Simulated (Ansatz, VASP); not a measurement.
**BeZnTeO: VASP beside Ansatz**

INCAR

```
ALGO     = Normal         # electronic algorithm
EDIFF    = 1E-7           # SCF threshold, eV
EDIFFG   = -0.01          # ionic threshold
ENCUT    = 600            # plane-wave cutoff, eV
GGA      = PE             # functional
IBRION   = 2              # ionic algorithm
ISIF     = 3              # what is computed and relaxed
ISMEAR   = 0              # smearing method
LASPH    = T              # aspherical terms in the spheres
LCHARG   = F              # write CHGCAR
LREAL    = F              # projectors in reciprocal space
LWAVE    = F              # write WAVECAR
NELM     = 60             # most SCF steps
NSW      = 100            # ionic steps
PREC     = Accurate       # precision mode
SIGMA    = 0.1            # smearing width, eV
```

KPOINTS

```
k-points
0
Gamma
  12 12 10
```

The input POSCAR:

```
BeZnTeO
1.0
    3.7924252621      0.0000000000      0.0000000000
   -1.8962126311      3.2843366190      0.0000000000
    0.0000000000      0.0000000000      5.3133397205
Be Zn Te O
1 1 1 1
Direct
    0.6666666667      0.3333333333      0.5000000000
    0.0000000000      0.0000000000      0.5000000000
    0.6666666667      0.3333333333      0.0000000000
    0.3333333333      0.6666666667      0.5000000000
```

Input for Ansatz:

```yaml
crystal:
  lattice:
    - [3.7924252621, 0.0, 0.0]
    - [-1.8962126311, 3.284336619, 0.0]
    - [0.0, 0.0, 5.3133397205]
  atoms:
    - { symbol: Be, position: [0.6666666667, 0.3333333333, 0.5] }
    - { symbol: Zn, position: [0.0, 0.0, 0.5] }
    - { symbol: Te, position: [0.6666666667, 0.3333333333, 0.0] }
    - { symbol: O, position: [0.3333333333, 0.6666666667, 0.5] }
basis:
  ecutwfc: 420
kpoints:
  mp_grid: { grid: [12, 12, 10] }
hamiltonian:
  xc: pbe
scf:
  occupations: { method: gaussian, width: 0.1 }
output:
  forces: true
  stress: true
  eigenvalues: true
  write_density: true
  write_potential: true
  elf: true
  volumetric_format: npy
relax:
  adjacent_minimum: "off"
  f_tol: 0.01
  max_steps: 80
  cell: { stress_tol: 0.05 }
```

Alike in both runs: task relaxation of cell and atoms; functional PBE; k mesh 12 × 12 × 10; occupations gaussian, width 0.1 eV; no spin polarisation.

|  | VASP | Ansatz |
| --- | --- | --- |
| version | VASP 6.6.1 | Ansatz 0.2.0 |
| potentials or method | VASP PAW PBE potentials, release 64 (Be, Zn, Te, O), cutoff 600 eV | scalar-relativistic, plane waves, PAW |
| valence electrons in the cell | 26 | 36 |

```csv
,VASP,Ansatz,Ansatz less VASP
"gap on the k mesh at the Fermi level, each at its own relaxed structure (eV)",none,none,-
relaxed volume (Å³/atom),16.60,16.59,-0.020
relaxed cell length with the largest relative difference (Å),5.311,5.319,+0.0075
```

A gap of «none» marks a metal or a gap that the smearing closes. VASP's potentials hold 26 valence electrons a cell and Ansatz's 36, so a difference there can come from the potentials and not from the codes.

Spin-orbit coupling is off throughout.
